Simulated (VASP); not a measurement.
Write the native input for VASP 6.6.1 that does the following.

- Task: single point
- Functional: r2SCAN
- Potentials or basis: VASP PAW PBE potentials, release 64 (Ru_pv, Ir)
- Cutoff: 520 eV
- k mesh: 18 × 18 × 10
- Occupations: gaussian, width 0.1 eV
- Spin: no spin polarisation
- Dipole correction: no
- Further INCAR settings: ALGO = Normal; EDIFF = 1e-06; NBANDS = 18

IrRu:

```
CELL_PARAMETERS angstrom
2.72491 0.00000 0.00000
-1.36246 2.35984 0.00000
0.00000 0.00000 4.33070
ATOMIC_POSITIONS crystal
Ru 0.66667 0.33333 0.00000
Ir 0.00000 0.00000 0.50000
```

The input as run:

POSCAR

```
IrRu
1.0
    2.7249110840      0.0000000000      0.0000000000
   -1.3624555420      2.3598422218      0.0000000000
    0.0000000000      0.0000000000      4.3306976446
Ru Ir
1 1
Direct
    0.6666666700      0.3333333300      0.0000000000
    0.0000000000      0.0000000000      0.5000000000
```

INCAR.step1

```
SYSTEM = IrRu
PREC = Accurate
ENCUT = 520
ISMEAR = 0
SIGMA = 0.1
LREAL = .FALSE.
LASPH = .TRUE.
NELM = 80
NBANDS = 18
GGA = PE
ALGO = Normal
EDIFF = 1E-4
LWAVE = .TRUE.
LCHARG = .FALSE.
```

INCAR.step2

```
SYSTEM = IrRu
PREC = Accurate
ENCUT = 520
EDIFF = 1E-6
ISMEAR = 0
SIGMA = 0.1
LREAL = .FALSE.
LASPH = .TRUE.
NELM = 80
ALGO = Normal
ISIF = 2
LWAVE = .FALSE.
LCHARG = .TRUE.
METAGGA = R2SCAN
LMIXTAU = .TRUE.
LELF = .TRUE.
LVHAR = .TRUE.
NBANDS = 18
ISTART = 1
```

KPOINTS

```
regular mesh
0
G
  18 18 10
  0 0 0
```

Potentials or basis: VASP PAW PBE potentials, release 64 (Ru_pv, Ir).

Launch:

```console
$ cat potpaw_PBE.64/Ru_pv/POTCAR potpaw_PBE.64/Ir/POTCAR > POTCAR
$ cp INCAR.step1 INCAR
$ mpirun -np 1 vasp_std > vasp.out
$ cp INCAR.step2 INCAR
$ mpirun -np 1 vasp_std > vasp.out
```

It gave:

* Pressure: 0.2 GPa

Caveat: the PAW data sets were made with another functional, which shifts forces and pressure a little.

It took 2.6 min on 1 thread of Intel(R) Xeon(R) Platinum 8559C (Emerald Rapids) (shared host), peak memory 0.24 GiB.
